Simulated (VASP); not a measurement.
# CaH (Fm-3m) in VASP: a series of runs

CaH is run at these levels: PBE; tasks: single point.

Program: VASP 6.6.1. These are calculated values, not measurements. Logs are shortened: lines on timing, memory, paths and dates and some standing lists are left out, and cuts for length are marked.

### 1 The cell of the first run

It takes space group Fm-3m (No. 225, cubic). Conventional cell: a = 5.183 Å, b = 5.183 Å, c = 5.183 Å, α = 90.00°, β = 90.00°, γ = 90.00°. Ca (site symmetry m-3m) has 6 H at 2.59 Å within 3.4 Å. H (site symmetry m-3m) has 6 Ca at 2.59 Å within 3.4 Å.

### 2 Single point, PBE

INCAR reads:

```
ALGO     = Normal         # electronic algorithm
EDIFF    = 1E-7           # SCF threshold, eV
ENCUT    = 520            # plane-wave cutoff, eV
GGA      = PE             # functional
ISIF     = 2              # what is computed and relaxed
ISMEAR   = 0              # smearing method
LASPH    = True           # aspherical terms in the spheres
LCHARG   = True           # write CHGCAR
LELF     = True           # ELF
LREAL    = False          # projectors in reciprocal space
LVHAR    = True         
LWAVE    = False          # write WAVECAR
NBANDS   = 12             # bands
NELM     = 80             # most SCF steps
PREC     = Accurate       # precision mode
SIGMA    = 0.1            # smearing width, eV
```

KPOINTS reads:

```
k-points
0
Gamma
  6 6 6
```

POSCAR reads:

```
CaH
1.0
    0.0000000000      2.5916996885      2.5916996885
    2.5916996885      0.0000000000      2.5916996885
    2.5916996885      2.5916996885      0.0000000000
Ca H
1 1
Direct
    0.0000000000      0.0000000000      0.0000000000
    0.5000000000      0.5000000000      0.5000000000
```

Potentials or basis: VASP PAW PBE potentials, release 64 (Ca_sv, H).

Launch:

```console
$ cat potpaw_PBE.64/Ca_sv/POTCAR potpaw_PBE.64/H/POTCAR > POTCAR
$ mpirun -np 1 vasp_std > vasp.out
```

OUTCAR:

```text
EDIFF = 1E-7
   ENCUT = 520
   GGA = PE
   ISIF = 2
   ISMEAR = 0
   LASPH = True
   LREAL = False
   NELM = 80
   PREC = Accurate

 ion  position               nearest neighbor table
   1  0.000  0.000  0.000-
   2  0.500  0.500  0.500-

  LATTYP: Found a face centered cubic cell.
 ALAT       =     5.1833993770

  Lattice vectors:

 A1 = (   0.0000000000,   2.5916996885,   2.5916996885)
 A2 = (   2.5916996885,   0.0000000000,   2.5916996885)
 A3 = (   2.5916996885,   2.5916996885,   0.0000000000)

Analysis of symmetry for initial positions (statically):
=====================================================================
 Subroutine PRICEL returns:
 Original cell was already a primitive cell.

 Routine SETGRP: Setting up the symmetry group for a
 face centered cubic supercell.

 Subroutine GETGRP returns: Found 48 space group operations
 (whereof 48 operations were pure point group operations)
 out of a pool of 48 trial point group operations.

The static configuration has the point symmetry O_h .

Analysis of symmetry for dynamics (positions and initial velocities):
=====================================================================
 Subroutine PRICEL returns:
 Original cell was already a primitive cell.

 Routine SETGRP: Setting up the symmetry group for a
 face centered cubic supercell.

 Subroutine GETGRP returns: Found 48 space group operations
 (whereof 48 operations were pure point group operations)
 out of a pool of 48 trial point group operations.

The dynamic configuration has the point symmetry O_h .

 Subroutine INISYM returns: Found 48 space group operations
 (whereof 48 operations are pure point group operations),
 and found     1 'primitive' translations

----------------------------------------------------------------------------------------

                                     Primitive cell

  volume of cell :      34.8164

  direct lattice vectors                    reciprocal lattice vectors
     0.000000000  2.591699688  2.591699688    -0.192923587  0.192923587  0.192923587
     2.591699688  0.000000000  2.591699688     0.192923587 -0.192923587  0.192923587
     2.591699688  2.591699688  0.000000000     0.192923587  0.192923587 -0.192923587

  length of vectors
     3.665216849  3.665216849  3.665216849     0.334153454  0.334153454  0.334153454

  position of ions in fractional coordinates (direct lattice)
     0.000000000  0.000000000  0.000000000
     0.500000000  0.500000000  0.500000000

  ion indices of the primitive-cell ions
   primitive index   ion index
                 1           1
                 2           2

----------------------------------------------------------------------------------------

 KPOINTS: k-points

Automatic generation of k-mesh.
 Grid dimensions read from file:
 generate k-points for:    6    6    6

 Generating k-lattice:

  Cartesian coordinates                     Fractional coordinates (reciprocal lattice)
    -0.032153931  0.032153931  0.032153931     0.166666667  0.000000000  0.000000000
     0.032153931 -0.032153931  0.032153931     0.000000000  0.166666667  0.000000000
     0.032153931  0.032153931 -0.032153931     0.000000000  0.000000000  0.166666667

  Length of vectors
     0.055692242  0.055692242  0.055692242

  Shift w.r.t. Gamma in fractional coordinates (k-lattice)
     0.000000000  0.000000000  0.000000000

 Subroutine IBZKPT returns following result:
 ===========================================

 Found     16 irreducible k-points:

 Following reciprocal coordinates:
            Coordinates               Weight
  0.000000  0.000000  0.000000      1.000000
  0.166667  0.000000  0.000000      8.000000
  0.333333  0.000000  0.000000      8.000000
  0.500000  0.000000  0.000000      4.000000
  0.166667  0.166667  0.000000      6.000000
  0.333333  0.166667  0.000000     24.000000
[... 8 lines left out ...]
 -0.333333  0.333333  0.166667     24.000000
 -0.333333  0.500000  0.166667     12.000000
   k-points           NKPTS =     16   k-points in BZ     NKDIM =     16   number of bands    NBANDS=     12
   number of dos      NEDOS =    301   number of ions     NIONS =      2
   total plane-waves  NPLWV =  21952
   dimension x,y,z NGX =    28 NGY =   28 NGZ =   28
   dimension x,y,z NGXF=    56 NGYF=   56 NGZF=   56
   ions per type =               1   1
   NGX,Y,Z   is equivalent  to a cutoff of  12.70, 12.70, 12.70 a.u.
   NGXF,Y,Z  is equivalent  to a cutoff of  25.40, 25.40, 25.40 a.u.
 SYSTEM =  unknown system
   PREC   = accura    normal or accurate (medium, high low for compatibility)
   ISTART =      0    job   : 0-new  1-cont  2-samecut
   ICHARG =      2    charge: 1-file 2-atom 10-const
   ISPIN  =      1    spin polarized calculation?
   LNONCOLLINEAR =      F non collinear calculations
   LSORBIT =      F    spin-orbit coupling
   LASPH  =      T    aspherical Exc in radial PAW
   ENCUT  =  520.0 eV  38.22 Ry    6.18 a.u.   6.81  6.81  6.81*2*pi/ulx,y,z
   NELM   =     80;   NELMIN=  2; NELMDL= -5     # of ELM steps
   EDIFF  = 0.1E-06   stopping-criterion for ELM
   LREAL  =      F    real-space projection
   EDIFFG = 0.1E-05   stopping-criterion for IOM
   NSW    =      0    number of steps for IOM
   IBRION =     -1    ionic relax: 0-MD 1-quasi-New 2-CG
   NFREE  =      0    steps in history (QN), initial steepest desc. (CG)
   ISIF   =      2    stress and relaxation
   ISYM   =      2    0-nonsym 1-usesym 2-fastsym
   POTIM  = 0.5000    time-step for ionic-motion
   TEBEG  =    0.0;   TEEND  =   0.0 temperature during run
   PSTRESS=    0.0 pullay stress
   NELECT =      11.0000    total number of electrons
   NUPDOWN=      -1.0000    fix difference up-down
   EMIN   =  10.00;   EMAX   =-10.00  energy-range for DOS
   EFERMI =   0.00;   METHOD = LEGACY
   ISMEAR =     0;   SIGMA  =   0.10  broadening in eV -4-tet -1-fermi 0-gaus
   EFERMI_NEDOS =   21; number of points for ismear=-14 and -15
   IALGO  =     38    algorithm
   IMIX   =      4    mixing-type and parameters
     AMIX     =   0.40;   BMIX     =  1.00
     AMIX_MAG =   1.60;   BMIX_MAG =  1.00
  volume/ion in A,a.u.               =      17.41       117.48
  Fermi-wavevector in a.u.,A,eV,Ry     =   1.115007  2.107058 16.915325  1.243241
  Thomas-Fermi vector in A             =   2.251608
   LORBIT       =      0    0 simple, 1 ext, 2 COOP (PROOUT), +10 PAW based schemes
   GGA     = PE    functional components
   LHFCALC =     F    Hartree Fock is set to
   AEXX    =    0.0000 exact exchange contribution
   IVDW    =     0    specifies the selected vdW correction
   LEPSILON=     F    determine dielectric tensor
   LRPA    =     F    only Hartree local field effects (RPA)
 non-spin polarized calculation
 Gauss-broadening in eV      SIGMA  =   0.10
  energy-cutoff  :      520.00
  volume of cell :       34.82
 maximum number of plane-waves:       960
   NGX = 13   NGY = 13   NGZ = 13

 number of electron      10.9999998 magnetization

 Free energy of the ion-electron system (eV)
  ---------------------------------------------------
  ext. energy  EPLUGINS =         0.00000000
  ---------------------------------------------------
  free energy    TOTEN  =        -5.68304040 eV

  energy without entropy =       -5.67333896  energy(sigma->0) =       -5.67818968

 E-fermi :   3.5680     XC(G=0):  -8.8062

 val. band max:        3.2639483311   @ k =  -0.3333   0.3333   0.0000
 cond. band min:       3.5946958429   @ k =   0.5000   0.3333   0.0000
 fundamental gap:      0.3307475118
 Fermi energy:         3.5679949648

 k-point     1 :       0.0000    0.0000    0.0000
  band No.  band energies     occupation
      1     -38.1652      2.00000
      2     -19.0590      2.00000
      3     -19.0590      2.00000
      4     -19.0590      2.00000
      5      -3.5155      2.00000
      6       5.8495      0.00000
      7       5.8495      0.00000
      8       5.8495      0.00000
      9       7.1979      0.00000
     10       7.1979      0.00000
     11       8.5348      0.00000
     12      13.1812      0.00000

 k-point     2 :       0.1667    0.0000    0.0000
  band No.  band energies     occupation
      1     -38.1566      2.00000
      2     -19.1356      2.00000
      3     -19.0681      2.00000
      4     -19.0681      2.00000
      5      -3.0488      2.00000
      6       5.0841      0.00000
      7       5.9881      0.00000
      8       5.9881      0.00000
      9       7.0189      0.00000
     10       7.0189      0.00000
     11       7.7774      0.00000
     12      13.6822      0.00000

 k-point     3 :       0.3333    0.0000    0.0000
  band No.  band energies     occupation
      1     -38.1392      2.00000
      2     -19.2847      2.00000
      3     -19.0864      2.00000
      4     -19.0864      2.00000
      5      -1.8544      2.00000
      6       3.1679      2.00000
      7       5.7101      0.00000
      8       5.7101      0.00000
      9       7.5431      0.00000
     10       7.5431      0.00000
     11       7.7589      0.00000
     12      11.6945      0.00000

 k-point     4 :       0.5000    0.0000    0.0000
  band No.  band energies     occupation
      1     -38.1305      2.00000
      2     -19.3573      2.00000
      3     -19.0955      2.00000
      4     -19.0955      2.00000
      5      -0.8867      2.00000
      6       1.8913      2.00000
      7       5.4775      0.00000
      8       5.4775      0.00000
      9       8.0942      0.00000
     10       8.0942      0.00000
     11       8.8017      0.00000
     12       9.5835      0.00000

 k-point     5 :       0.1667    0.1667    0.0000
  band No.  band energies     occupation
      1     -38.1537      2.00000
      2     -19.1329      2.00000
      3     -19.0845      2.00000
      4     -19.0845      2.00000
      5      -2.9235      2.00000
      6       5.1321      0.00000
      7       5.7843      0.00000
      8       6.1399      0.00000
      9       6.1399      0.00000
     10       7.4020      0.00000
     11       8.3230      0.00000
     12      13.7463      0.00000
[... 108 lines left out ...]
      1     -38.1194      2.00000
      2     -19.3268      2.00000
      3     -19.1608      2.00000
      4     -19.1608      2.00000
      5      -1.4062      2.00000
      6       3.6579      0.20367
      7       4.2574      0.00000
      8       8.0878      0.00000
      9       8.3755      0.00000
     10       8.3755      0.00000
     11       9.3621      0.00000
     12       9.6365      0.00000

 k-point    14 :       0.5000    0.3333    0.1667
  band No.  band energies     occupation
      1     -38.1279      2.00000
      2     -19.2771      2.00000
      3     -19.1733      2.00000
      4     -19.1210      2.00000
      5      -1.3870      2.00000
      6       3.6477      0.25974
      7       4.0143      0.00000
      8       6.3303      0.00000
      9       7.2997      0.00000
     10       8.3560      0.00000
     11       9.0052      0.00000
     12      11.1298      0.00000

 k-point    15 :      -0.3333    0.3333    0.1667
  band No.  band energies     occupation
      1     -38.1221      2.00000
      2     -19.2846      2.00000
      3     -19.2076      2.00000
      4     -19.1376      2.00000
      5      -0.9920      2.00000
      6       3.1744      2.00000
      7       4.1649      0.00000
      8       6.1379      0.00000
      9       7.8740      0.00000
     10       8.3817      0.00000
     11       9.1385      0.00000
     12       9.9443      0.00000

 k-point    16 :      -0.3333    0.5000    0.1667
  band No.  band energies     occupation
      1     -38.1193      2.00000
      2     -19.2857      2.00000
      3     -19.2028      2.00000
      4     -19.1660      2.00000
      5      -1.1301      2.00000
      6       3.7350      0.01818
      7       4.0231      0.00000
      8       6.3515      0.00000
      9       8.3780      0.00000
     10       8.8752      0.00000
     11       9.0289      0.00000
     12       9.5371      0.00000

------------------------ aborting loop because EDIFF is reached ----------------------------------------

  FORCE on cell =-STRESS in cart. coord.  units (eV):
  Direction    XX          YY          ZZ          XY          YZ          ZX
  --------------------------------------------------------------------------------------
  -------------------------------------------------------------------------------------
  Total       -0.1787473     -0.1787473     -0.1787473     -0.0000000     -0.0000000      0.0000000
  in kB       -8.2255726     -8.2255726     -8.2255726     -0.0000000     -0.0000000      0.0000000
  external PRESSURE =      -8.2255726 kB  Pullay stress =       0.0000000 kB

 VOLUME and BASIS-vectors are now :
 -----------------------------------------------------------------------------
  energy-cutoff  :      520.00
  volume of cell :       34.82
      direct lattice vectors                 reciprocal lattice vectors
     0.000000000  2.591699688  2.591699688    -0.192923587  0.192923587  0.192923587
     2.591699688  0.000000000  2.591699688     0.192923587 -0.192923587  0.192923587
     2.591699688  2.591699688  0.000000000     0.192923587  0.192923587 -0.192923587

 POSITION                                       TOTAL-FORCE (eV/Angst)
 -----------------------------------------------------------------------------------
      0.00000      0.00000      0.00000         0.000000     -0.000000      0.000000
      2.59170      2.59170      2.59170        -0.000000      0.000000     -0.000000
 -----------------------------------------------------------------------------------
    total drift:                               -0.000000     -0.000000      0.000000

  FREE ENERGIE OF THE ION-ELECTRON SYSTEM (eV)
  ---------------------------------------------------
  free  energy   TOTEN  =        -5.6830404039 eV

  energy  without entropy=       -5.6733389612  energy(sigma->0) =       -5.67818968
```

Wall time 5.5 s (1 thread of Intel Xeon 6975P-C (Granite Rapids), shared host); peak memory 0.15 GiB.

What came out:

```yaml
Free_energy: -5.6830 eV
Pressure: -0.8 GPa
```

### 3 Single point, PBE

This run uses another cell than the first one, of 17.03 Å³/atom, 0.978 times its volume.

INCAR reads:

```
SYSTEM = CaH
PREC = Accurate
ENCUT = 520
EDIFF = 1E-6
ISMEAR = 0
SIGMA = 0.1
LREAL = .FALSE.
LASPH = .TRUE.
NELM = 80
ALGO = Normal
ISIF = 2
LWAVE = .FALSE.
LCHARG = .TRUE.
GGA = PE
LELF = .TRUE.
LVHAR = .TRUE.
NBANDS = 12
```

KPOINTS reads:

```
regular mesh
0
G
  18 18 18
  0 0 0
```

POSCAR reads:

```
CaH
1.0
    0.0000000000      2.5725856943      2.5725856943
    2.5725856943      0.0000000000      2.5725856943
    2.5725856943      2.5725856943      0.0000000000
Ca H
1 1
Direct
    0.0000000000      0.0000000000      0.0000000000
    0.5000000000      0.5000000000      0.5000000000
```

Potentials or basis: VASP PAW PBE potentials, release 64 (Ca_sv, H).

Launch:

```console
$ cat potpaw_PBE.64/Ca_sv/POTCAR potpaw_PBE.64/H/POTCAR > POTCAR
$ mpirun -np 1 vasp_std > vasp.out
```

Run time: 42 s. Hardware: 1 thread of Intel Xeon 6975P-C (Granite Rapids), shared host; peak memory 0.21 GiB.

It converged, with:

```yaml
Free_energy: -5.6771 eV
Pressure: 0.0 GPa
```

Levels at points of the mesh, in eV from the Fermi level:
```csv
k point,band 1,band 2,band 3,band 4,band 5,band 6,band 7,band 8,band 9,band 10
"(0.00, 0.00, 0.00)",-41.62,-22.51,-22.51,-22.51,-7.08,2.37,2.37,2.37,3.75,3.75
"(0.50, 0.00, 0.00)",-41.59,-22.83,-22.55,-22.55,-4.39,-1.62,1.99,1.99,4.67,4.67
"(0.50, 0.50, 0.00)",-41.57,-22.80,-22.62,-22.62,-4.96,0.13,0.81,4.67,4.96,4.96
```
